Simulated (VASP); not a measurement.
Input of a VASP 6.6.1 run:

INCAR

```
SYSTEM = Y
  ALGO = Normal
  EDIFF = 1E-6
  ENCUT = 520
  GGA = PS
  ISIF = 2
  ISMEAR = -1
  LASPH = .TRUE.
  LCHARG = .FALSE.
  LREAL = .FALSE.
  LWAVE = .FALSE.
  NBANDS = 30
  NELM = 60
  PREC = Accurate
  SIGMA = 0.05
```

KPOINTS

```
k-points
0
G
  8 8 3
  0 0 0
```

Contents of POSCAR:

```
Y
1.0
    3.6180967986      0.0000000000      0.0000000000
   -1.8090483993      3.1333637409      0.0000000000
    0.0000000000      0.0000000000     11.7646371471
Y
4
Direct
    0.6666666667      0.3333333333      0.7500000000
    0.0000000000      0.0000000000      0.5000000000
    0.3333333333      0.6666666667      0.2500000000
    0.0000000000      0.0000000000      0.0000000000
```

Potentials or basis: VASP PAW PBE potentials, release 64 (Y_sv).

The run is started by

```console
$ cat potpaw_PBE.64/Y_sv/POTCAR > POTCAR
$ mpirun -np 1 vasp_std > vasp.out
```

Question: Predict the pressure.

Answer: -3.0 GPa.

Question: Estimate the band gap on the k mesh.

Answer: Zero (bands 22 and 23 overlap by 1.03 eV).

Stress tensor (GPa, compression positive):
```
-2.80  0.00  0.00
 0.00 -2.80  0.00
 0.00  0.00 -3.33
```

Caveat: the PAW data sets were made with another functional, which shifts forces and pressure a little.
